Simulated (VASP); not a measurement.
# WC (Qusongite) (P-6m2) in VASP: notebook, part 2 of 2

VASP 6.6.1.

## Step 3: Single point, LDA

This run uses another cell than the first one, of 10.38 Å³/atom, 1.020 times its volume.

File INCAR:

```
ALGO = Normal ; EDIFF = 1E-6
ENCUT = 520 ; ISIF = 2
ISMEAR = -1 ; LASPH = True
LCHARG = False ; LREAL = False
LWAVE = False ; NBANDS = 16
NELM = 80 ; PREC = Accurate
SIGMA = 0.05
```

File KPOINTS:

```
k-points
0
Gamma
  10 10 9
```

File POSCAR:

```
WC
1.0
    2.9065000000      0.0000000000      0.0000000000
   -1.4532500000      2.5171028361      0.0000000000
    0.0000000000      0.0000000000      2.8366000000
W C
1 1
Direct
    0.0000000000      0.0000000000      0.0000000000
    0.6666666667      0.3333333333      0.5000000000
```

Potentials or basis: VASP PAW LDA potentials, release 64 (W_sv, C).

The run is started by

```console
$ cat potpaw_LDA.64/W_sv/POTCAR potpaw_LDA.64/C/POTCAR > POTCAR
$ mpirun -np 1 vasp_std > vasp.out
```

OUTCAR:

```text
EDIFF = 1E-6
   ENCUT = 520
   ISIF = 2
   ISMEAR = -1
   LASPH = True
   LREAL = False
   NELM = 80
   PREC = Accurate

 ion  position               nearest neighbor table
   1  0.000  0.000  0.000-   2 2.20   2 2.20   2 2.20   2 2.20   2 2.20   2 2.20
   2  0.667  0.333  0.500-   1 2.20   1 2.20   1 2.20   1 2.20   1 2.20   1 2.20

  LATTYP: Found a hexagonal cell.
 ALAT       =     2.9065000000
 C/A-ratio  =     0.9759504559

  Lattice vectors:

 A1 = (   2.9065000000,   0.0000000000,   0.0000000000)
 A2 = (  -1.4532500000,   2.5171028361,   0.0000000000)
 A3 = (   0.0000000000,   0.0000000000,   2.8366000000)

Analysis of symmetry for initial positions (statically):
=====================================================================
 Subroutine PRICEL returns:
 Original cell was already a primitive cell.

 Routine SETGRP: Setting up the symmetry group for a
 hexagonal supercell.

 Subroutine GETGRP returns: Found 12 space group operations
 (whereof 12 operations were pure point group operations)
 out of a pool of 24 trial point group operations.

The static configuration has the point symmetry D_3h.

Analysis of symmetry for dynamics (positions and initial velocities):
=====================================================================
 Subroutine PRICEL returns:
 Original cell was already a primitive cell.

 Routine SETGRP: Setting up the symmetry group for a
 hexagonal supercell.

 Subroutine GETGRP returns: Found 12 space group operations
 (whereof 12 operations were pure point group operations)
 out of a pool of 24 trial point group operations.

The dynamic configuration has the point symmetry D_3h.

 Subroutine INISYM returns: Found 12 space group operations
 (whereof 12 operations are pure point group operations),
 and found     1 'primitive' translations

----------------------------------------------------------------------------------------

                                     Primitive cell

  volume of cell :      20.7525

  direct lattice vectors                    reciprocal lattice vectors
     2.906500000  0.000000000  0.000000000     0.344056425  0.198641070  0.000000000
    -1.453250000  2.517102836  0.000000000     0.000000000  0.397282139  0.000000000
     0.000000000  0.000000000  2.836600000     0.000000000  0.000000000  0.352534725

  length of vectors
     2.906500000  2.906500000  2.836600000     0.397282139  0.397282139  0.352534725

  position of ions in fractional coordinates (direct lattice)
     0.000000000  0.000000000  0.000000000
     0.666666667  0.333333333  0.500000000

  ion indices of the primitive-cell ions
   primitive index   ion index
                 1           1
                 2           2

----------------------------------------------------------------------------------------

 KPOINTS: k-points

Automatic generation of k-mesh.
 Grid dimensions read from file:
 generate k-points for:   10   10    9

 Generating k-lattice:

  Cartesian coordinates                     Fractional coordinates (reciprocal lattice)
     0.034405643  0.019864107  0.000000000     0.100000000  0.000000000  0.000000000
     0.000000000  0.039728214  0.000000000     0.000000000  0.100000000  0.000000000
     0.000000000  0.000000000  0.039170525     0.000000000  0.000000000  0.111111111

  Length of vectors
     0.039728214  0.039728214  0.039170525

  Shift w.r.t. Gamma in fractional coordinates (k-lattice)
     0.000000000  0.000000000  0.000000000

 Subroutine IBZKPT returns following result:
 ===========================================

 Found     70 irreducible k-points:

 Following reciprocal coordinates:
            Coordinates               Weight
  0.000000  0.000000  0.000000      1.000000
  0.100000  0.000000  0.000000      6.000000
  0.200000  0.000000  0.000000      6.000000
  0.300000  0.000000  0.000000      6.000000
  0.400000  0.000000  0.000000      6.000000
  0.500000  0.000000  0.000000      3.000000
[... 16 lines left out ...]
  0.300000  0.100000  0.111111     24.000000
  0.400000  0.100000  0.111111     24.000000
 [... further k-points ...]
   k-points           NKPTS =     70   k-points in BZ     NKDIM =     70   number of bands    NBANDS=     16
   number of dos      NEDOS =    301   number of ions     NIONS =      2
   total plane-waves  NPLWV =  13824
   dimension x,y,z NGX =    24 NGY =   24 NGZ =   24
   dimension x,y,z NGXF=    48 NGYF=   48 NGZF=   48
   ions per type =               1   1
   NGX,Y,Z   is equivalent  to a cutoff of  13.73, 13.73, 14.07 a.u.
   NGXF,Y,Z  is equivalent  to a cutoff of  27.46, 27.46, 28.13 a.u.
 SYSTEM =  unknown system
   PREC   = accura    normal or accurate (medium, high low for compatibility)
   ISTART =      0    job   : 0-new  1-cont  2-samecut
   ICHARG =      2    charge: 1-file 2-atom 10-const
   ISPIN  =      1    spin polarized calculation?
   LNONCOLLINEAR =      F non collinear calculations
   LSORBIT =      F    spin-orbit coupling
   LASPH  =      T    aspherical Exc in radial PAW
   ENCUT  =  520.0 eV  38.22 Ry    6.18 a.u.   5.40  5.40  5.27*2*pi/ulx,y,z
   NELM   =     80;   NELMIN=  2; NELMDL= -5     # of ELM steps
   EDIFF  = 0.1E-05   stopping-criterion for ELM
   LREAL  =      F    real-space projection
   EDIFFG = 0.1E-04   stopping-criterion for IOM
   NSW    =      0    number of steps for IOM
   IBRION =     -1    ionic relax: 0-MD 1-quasi-New 2-CG
   NFREE  =      0    steps in history (QN), initial steepest desc. (CG)
   ISIF   =      2    stress and relaxation
   ISYM   =      2    0-nonsym 1-usesym 2-fastsym
   POTIM  = 0.5000    time-step for ionic-motion
   TEBEG  =    0.0;   TEEND  =   0.0 temperature during run
   PSTRESS=    0.0 pullay stress
   NELECT =      18.0000    total number of electrons
   NUPDOWN=      -1.0000    fix difference up-down
   EMIN   =  10.00;   EMAX   =-10.00  energy-range for DOS
[... 5 lines left out ...]
     AMIX     =   0.40;   BMIX     =  1.00
     AMIX_MAG =   1.60;   BMIX_MAG =  1.00
  volume/ion in A,a.u.               =      10.38        70.02
  Fermi-wavevector in a.u.,A,eV,Ry     =   1.561262  2.950358 33.164744  2.437540
  Thomas-Fermi vector in A             =   2.664353
   LORBIT       =      0    0 simple, 1 ext, 2 COOP (PROOUT), +10 PAW based schemes
   GGA     = CA    functional components
   LHFCALC =     F    Hartree Fock is set to
   AEXX    =    0.0000 exact exchange contribution
   IVDW    =     0    specifies the selected vdW correction
   LEPSILON=     F    determine dielectric tensor
   LRPA    =     F    only Hartree local field effects (RPA)
 non-spin polarized calculation
  energy-cutoff  :      520.00
  volume of cell :       20.75
 maximum number of plane-waves:       580
 NGX is ok and might be reduce to    24
   NGX = 11   NGY = 11   NGZ = 11

 number of electron      18.0000000 magnetization

 Free energy of the ion-electron system (eV)
  ---------------------------------------------------
  ext. energy  EPLUGINS =         0.00000000
  ---------------------------------------------------
  free energy    TOTEN  =       -24.69647388 eV

  energy without entropy =      -24.69461468  energy(sigma->0) =      -24.69554428

 E-fermi :  10.9630     XC(G=0): -13.9789

 val. band max:       10.9595111098   @ k =   0.1000   0.0000   0.3333
 cond. band min:      11.0177682224   @ k =   0.4000   0.2000   0.0000
 fundamental gap:      0.0582571125
 Fermi energy:        10.9630033945

 k-point     1 :       0.0000    0.0000    0.0000
  band No.  band energies     occupation
      1     -62.5534      2.00000
      2     -26.8014      2.00000
      3     -26.6898      2.00000
      4     -26.6898      2.00000
      5      -3.2956      2.00000
      6       6.6622      2.00000
[... 8 lines left out ...]
     15      25.3785      0.00000
     16      27.7522      0.00000

 k-point     2 :       0.1000    0.0000    0.0000
  band No.  band energies     occupation
      1     -62.5476      2.00000
      2     -26.7906      2.00000
      3     -26.7732      2.00000
      4     -26.7087      2.00000
      5      -3.0330      2.00000
      6       6.6951      2.00000
[... 8 lines left out ...]
     15      24.9138      0.00000
     16      28.2935      0.00000
[... 387 lines left out ...]
      5      -0.5200      2.00000
      6       4.6981      2.00000
[... 8 lines left out ...]
     15      25.2813      0.00000
     16      27.6099      0.00000

 k-point    24 :       0.4000    0.1000    0.1111
  band No.  band energies     occupation
      1     -62.4883      2.00000
      2     -27.4627      2.00000
      3     -26.9206      2.00000
      4     -26.7725      2.00000
      5       0.1698      2.00000
      6       4.1390      2.00000
[... 8 lines left out ...]
     15      24.3734      0.00000
     16      28.4066      0.00000

 [... further k-points ...]
[... 5 lines left out ...]
  --------------------------------------------------------------------------------------
  -------------------------------------------------------------------------------------
  Total       -0.8547142     -0.8547142     -1.1280929      0.0000000      0.0000000      0.0000000
  in kB      -65.9875695    -65.9875695    -87.0935677      0.0000000      0.0000000      0.0000000
  external PRESSURE =     -73.0229023 kB  Pullay stress =       0.0000000 kB

 VOLUME and BASIS-vectors are now :
 -----------------------------------------------------------------------------
  energy-cutoff  :      520.00
  volume of cell :       20.75
      direct lattice vectors                 reciprocal lattice vectors
     2.906500000  0.000000000  0.000000000     0.344056425  0.198641070  0.000000000
    -1.453250000  2.517102836  0.000000000     0.000000000  0.397282139  0.000000000
     0.000000000  0.000000000  2.836600000     0.000000000  0.000000000  0.352534725

 POSITION                                       TOTAL-FORCE (eV/Angst)
 -----------------------------------------------------------------------------------
      0.00000      0.00000      0.00000         0.000000      0.000000      0.000000
      1.45325      0.83903      1.41830        -0.000000      0.000000      0.000000
 -----------------------------------------------------------------------------------
    total drift:                                0.000000     -0.000000      0.000000

  FREE ENERGIE OF THE ION-ELECTRON SYSTEM (eV)
  ---------------------------------------------------
  free  energy   TOTEN  =       -24.6964738776 eV

  energy  without entropy=      -24.6946146811  energy(sigma->0) =      -24.69554428
```

stdout:

```text
POSCAR found type information on POSCAR W C
 POSCAR found :  2 types and       2 ions
 scaLAPACK will be used
 LDA part: xc-table for (Slater(with rela. corr.)+CA(PZ))
 , standard interpolation
 POSCAR, INCAR and KPOINTS ok, starting setup
 FFT: planning ... GRIDC
 FFT: planning ... GRID_SOFT
 FFT: planning ... GRID
 WAVECAR not read
 entering main loop
```

Run time: 15 s. Hardware: 1 thread of Intel Xeon Platinum 8259CL at 2.50GHz (Skylake/Cascade Lake), shared host; peak memory 0.14 GiB.

What came out:

```
Free energy            : -24.6965 eV
Pressure               : -7.3 GPa
Band gap on the k mesh : zero (band 9 reaches 11.64 eV, above the bottom of band 10 at 10.41 eV)
```

Stress tensor (GPa, compression positive):
```
-6.60  0.00  0.00
 0.00 -6.60  0.00
 0.00  0.00 -8.71
```

Levels at points of the mesh, in eV from the Fermi level:
| k point | band 7 | band 8 | band 9 | band 10 | band 11 | band 12 |
| --- | --- | --- | --- | --- | --- | --- |
| (0.00, 0.00, 0.00) | -3.32 | -3.32 | 0.14 | 3.20 | 3.20 | 5.62 |
| (0.50, 0.00, 0.00) | -3.61 | -3.55 | -0.41 | 2.31 | 4.52 | 4.89 |

Caveat: spin-orbit coupling is left out, which moves the levels of the heavy elements.
